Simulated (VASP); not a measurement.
Wanted: the native input for a VASP 6.6.1 run.

```yaml
Task: single point
Functional: PBE
Potentials_or_basis: VASP PAW PBE potentials, release 64 (Hf_pv)
Cutoff: 520 eV
k_mesh: 16 × 16 × 15
Occupations: fermi-dirac, width 0.1 eV
Spin: no spin polarisation
Dipole_correction: no
Further_INCAR_settings: ALGO = Normal; EDIFF = 1e-07; NBANDS = 11
```

The structure of Hf lies in POSCAR:

```
Hf
1.0
    2.6622413455      0.0000000000      0.0000000000
   -1.3311206727      2.3055686362      0.0000000000
    0.0000000000      0.0000000000      2.5883460721
Hf
1
Direct
    0.0000000000      0.0000000000      0.0000000000
```

These files were run (other wordings do the same):

INCAR

```
ALGO     = Normal         # electronic algorithm
EDIFF    = 1E-7           # SCF threshold, eV
ENCUT    = 520            # plane-wave cutoff, eV
GGA      = PE             # functional
ISIF     = 2              # what is computed and relaxed
ISMEAR   = -1             # smearing method
LASPH    = T              # aspherical terms in the spheres
LCHARG   = F              # write CHGCAR
LREAL    = F              # projectors in reciprocal space
LWAVE    = F              # write WAVECAR
NBANDS   = 11             # bands
NELM     = 80             # most SCF steps
PREC     = Accurate       # precision mode
SIGMA    = 0.1            # smearing width, eV
```

KPOINTS

```
k-points
0
Gamma
  16 16 15
```

Potentials or basis: VASP PAW PBE potentials, release 64 (Hf_pv).

Command:

```sh
$ cat potpaw_PBE.64/Hf_pv/POTCAR > POTCAR
$ mpirun -np 1 vasp_std > vasp.out
```

Results of the run:

| Property | Result |
| --- | --- |
| Pressure | 67.4 GPa |
| Band gap on the k mesh | zero (band 5 reaches 7.92 eV, above the bottom of band 6 at 6.66 eV) |

Caveat: spin-orbit coupling is left out, which moves the levels of the heavy elements.

Run time: 13 s on 1 thread of Intel(R) Xeon(R) 6975P-C (Granite Rapids), on a shared host, peak memory 0.15 GiB.
